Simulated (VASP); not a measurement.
Here is a VASP 6.6.1 calculation.

The input INCAR:

```
  PREC = Accurate
  ENCUT = 520
  EDIFF = 1E-6
  ISMEAR = 0
  SIGMA = 0.05
  LREAL = False
  LASPH = True
  NELM = 60
  ALGO = Normal
  ISIF = 2
  LWAVE = False
  LCHARG = True
  GGA = PE
  LELF = True
  LVHAR = True
  NBANDS = 21
```

File KPOINTS:

```
regular mesh
0
Gamma
  8 8 8
```

File POSCAR:

```
PbF2
1.0
    0.0000000000      2.9698500000      2.9698500000
    2.9698500000      0.0000000000      2.9698500000
    2.9698500000      2.9698500000      0.0000000000
Pb F
1 2
Direct
    0.0000000000      0.0000000000      0.0000000000
    0.1973879152      0.1973879152      0.3026120848
    0.6973879152      0.6973879152      0.8026120848
```

Potentials or basis: VASP PAW PBE potentials, release 64 (Pb_d, F).

Run with:

```sh
$ cat potpaw_PBE.64/Pb_d/POTCAR potpaw_PBE.64/F/POTCAR > POTCAR
$ mpirun -np 1 vasp_std > vasp.out
```

Task: Predict the band gap on the k mesh.

Result: 4.31 eV, indirect (least direct gap 4.63 eV).

Task: Predict the pressure.

Result: 4.2 GPa.

Task: Predict the largest force.

Result: 0.673 eV/Å.

Forces on the atoms (eV/Å):
```
Pb   0.000  0.000 -0.673
F    0.000  0.000  0.336
F    0.000  0.000  0.336
```

Caveat: the cell differs from its parent crystal (all F atoms moved +0.312 Å, as atom 2 towards its neighbour atom 3 (F) at 2.970 Å); spin-orbit coupling is left out, which moves the levels of the heavy elements. A k mesh can miss the band edges.
